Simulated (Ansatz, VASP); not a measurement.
# SnTe: VASP beside Ansatz

File INCAR:

```
ALGO     = Normal         # electronic algorithm
EDIFF    = 1E-6           # SCF threshold, eV
ENCUT    = 500            # plane-wave cutoff, eV
GGA      = PE             # functional
GGA_COMPAT= False        
ISIF     = 2              # what is computed and relaxed
ISMEAR   = 0              # smearing method
LASPH    = True           # aspherical terms in the spheres
LCHARG   = False          # write CHGCAR
LREAL    = False          # projectors in reciprocal space
LWAVE    = False          # write WAVECAR
NBANDS   = 17             # bands
NELM     = 120            # most SCF steps
PREC     = Accurate       # precision mode
SIGMA    = 0.05           # smearing width, eV
```

KPOINTS

```
k-points
0
Gamma
  4 4 4
```

The input POSCAR:

```
SnTe
1.0
    0.0000000000      3.4471275172      3.4471275172
    3.4471275172      0.0000000000      3.4471275172
    3.4471275172      3.4471275172      0.0000000000
Sn Te
1 1
Direct
    0.0000000000      0.0000000000      0.0000000000
    0.2500000000      0.2500000000      0.2500000000
```

Input for Ansatz:

```yaml
crystal:
  lattice:
    - [0.0, 3.4471275172, 3.4471275172]
    - [3.4471275172, 0.0, 3.4471275172]
    - [3.4471275172, 3.4471275172, 0.0]
  atoms:
    - { symbol: Sn, position: [0.0, 0.0, 0.0] }
    - { symbol: Te, position: [0.25, 0.25, 0.25] }
basis:
  ecutwfc: 420
kpoints:
  mp_grid: { grid: [4, 4, 4] }
hamiltonian:
  xc: pbe
scf:
  occupations: { method: gaussian, width: 0.05 }
output:
  forces: true
  stress: true
  eigenvalues: true
```

Alike in both runs: task single point; functional PBE; k mesh 4 × 4 × 4; occupations gaussian, width 0.05 eV; no spin polarisation.

|  | VASP | Ansatz |
| --- | --- | --- |
| version | VASP 6.6.1 | Ansatz 0.2.0 |
| potentials or method | VASP PAW PBE potentials, release 64 (Sn_d, Te), cutoff 500 eV | scalar-relativistic, plane waves, PAW |
| valence electrons in the cell | 20 | 30 |

```csv
,VASP,Ansatz,Ansatz less VASP
gap on the k mesh at the Fermi level (eV),none,none,-
pressure (GPa),3.1,3.1,+0.02
```

A gap of «none» marks a metal or a gap that the smearing closes. With one functional, cell and mesh, what is left measures potentials, basis and numerics. VASP's potentials hold 20 valence electrons a cell and Ansatz's 30, so a difference there can come from the potentials and not from the codes.

The k mesh is coarse, so the values compare programs but aren't converged. Spin-orbit coupling is off throughout.
